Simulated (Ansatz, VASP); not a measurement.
Given: the input of a run of Ansatz 0.2.0 on PbS.

input.yaml

```yaml
crystal:
  lattice:
    - [0.0, 2.96575, 2.96575]
    - [2.96575, 0.0, 2.96575]
    - [2.96575, 2.96575, 0.0]
  atoms:
    - { symbol: Pb, position: [0.0, 0.0, 0.0] }
    - { symbol: S, position: [0.5, 0.5, 0.5] }
hamiltonian:
  xc: rpbe
  pseudopotentials: { kind: paw }
  dispersion: d4
kpoints:
  mp_grid: { grid: [8, 8, 8] }
scf:
  occupations: { method: fermi_dirac, width: 0.05 }
output:
  forces: true
  stress: true
relax:
  f_tol: 0.01
  max_steps: 40
  cell: { stress_tol: 0.05 }
```

Potentials or basis: Ansatz PAW.

Command:

```sh
$ ansatz run input.yaml --threads 2 --pin off --max-ram 5120MiB --backend cpu --events-out ev --progress --plain --runs-dir out
```

Q: Translate it to VASP 6.6.1. Potentials there: VASP PAW PBE potentials, release 64 (Pb_d, S).

A: As run (the cutoff follows the program's own potentials):

INCAR

```
SYSTEM = PbS
PREC     = Accurate       ! precision mode
ENCUT    = 600            ! plane-wave cutoff, eV
EDIFF    = 1E-6           ! SCF threshold, eV
ISMEAR   = -1             ! smearing method
SIGMA    = 0.05           ! smearing width, eV
LREAL    = .FALSE.        ! projectors in reciprocal space
LASPH    = .TRUE.         ! aspherical terms in the spheres
NELM     = 80             ! most SCF steps
ALGO     = Normal         ! electronic algorithm
ISIF     = 3              ! what is computed and relaxed
LWAVE    = .FALSE.        ! write WAVECAR
LCHARG   = .FALSE.        ! write CHGCAR
GGA      = RP             ! functional
IVDW     = 13             ! dispersion correction
IBRION   = 2              ! ionic algorithm
NSW      = 60             ! ionic steps
EDIFFG   = -0.01          ! ionic threshold
```

File KPOINTS:

```
Automatic mesh
0
G
  8 8 8
  0 0 0
```

The input POSCAR:

```
PbS
1.0
    0.0000000000      2.9657500000      2.9657500000
    2.9657500000      0.0000000000      2.9657500000
    2.9657500000      2.9657500000      0.0000000000
Pb S
1 1
Direct
    0.0000000000      0.0000000000      0.0000000000
    0.5000000000      0.5000000000      0.5000000000
```

Potentials or basis: VASP PAW PBE potentials, release 64 (Pb_d, S).

Command:

```console
$ cat potpaw_PBE.64/Pb_d/POTCAR potpaw_PBE.64/S/POTCAR > POTCAR
$ mpirun -np 1 vasp_std > vasp.out
```

Both were run:

|  | VASP | Ansatz | Ansatz less VASP |
| --- | --- | --- | --- |
| relaxed volume (Å³/atom) | 26.21 | 26.23 | +0.023 |
| relaxed cell length with the largest relative difference (Å) | 4.201 | 4.202 | +0.0012 |

VASP's potentials were made for PBE, not for RPBE.

Neither program's run includes spin-orbit coupling. Noted on Ansatz's run: the plane-wave basis is chosen anew once the cell has moved, so the energies of steps on either side of that aren't comparable.
